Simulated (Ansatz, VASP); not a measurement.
One calculation of CaO, two programs

File POSCAR:

```
CaO
1.0
    0.0000000000      2.6578571079      2.6578571079
    2.6578571079      0.0000000000      2.6578571079
    2.6578571079      2.6578571079      0.0000000000
Ca O
1 1
Direct
    0.0000000000      0.0000000000      0.0000000000
    0.2500000000      0.2500000000      0.2500000000
```

The input INCAR.step1:

```
PREC = Accurate
ENCUT = 520
ISMEAR = 0
SIGMA = 0.01
LREAL = False
LASPH = True
NELM = 100
NBANDS = 15
GGA = PE
ALGO = Normal
EDIFF = 1E-4
LWAVE = True
LCHARG = False
```

Contents of INCAR.step2:

```
PREC = Accurate
ENCUT = 520
EDIFF = 1E-7
ISMEAR = 0
SIGMA = 0.01
LREAL = False
LASPH = True
NELM = 100
ALGO = Normal
ISIF = 2
LWAVE = False
LCHARG = False
METAGGA = R2SCAN
LMIXTAU = True
NBANDS = 15
ISTART = 1
```

The input KPOINTS:

```
regular mesh
0
Gamma
  8 8 8
```

Input for Ansatz:

```yaml
crystal:
  lattice:
    - [0.0, 2.6578571079, 2.6578571079]
    - [2.6578571079, 0.0, 2.6578571079]
    - [2.6578571079, 2.6578571079, 0.0]
  atoms:
    - { symbol: Ca, position: [0.0, 0.0, 0.0] }
    - { symbol: O, position: [0.25, 0.25, 0.25] }
kpoints:
  mp_grid: { grid: [8, 8, 8] }
hamiltonian:
  xc: r2scan
scf:
  occupations: { method: fixed }
  n_extra_bands: 4
output:
  forces: true
  stress: true
  eigenvalues: true
```

Alike in both runs: task single point; functional r2SCAN; k mesh 8 × 8 × 8; no spin polarisation.

|  | VASP | Ansatz |
| --- | --- | --- |
| version | VASP 6.6.1 | Ansatz 0.2.0 |
| potentials or method | VASP PAW PBE potentials, release 64 (Ca_sv, O) | plane waves, PAW |
| plane-wave cutoff (eV) | 520 | 500 |
| occupations | gaussian, width 0.01 eV | fixed |
| valence electrons in the cell | 16 | 16 |

```csv
,VASP,Ansatz,Ansatz less VASP
gap on the k mesh at the Fermi level (eV),3.53,3.55,+0.023
pressure (GPa),-3.5,-4.3,-0.75
```

VASP's potentials were made for PBE, not for r2SCAN.
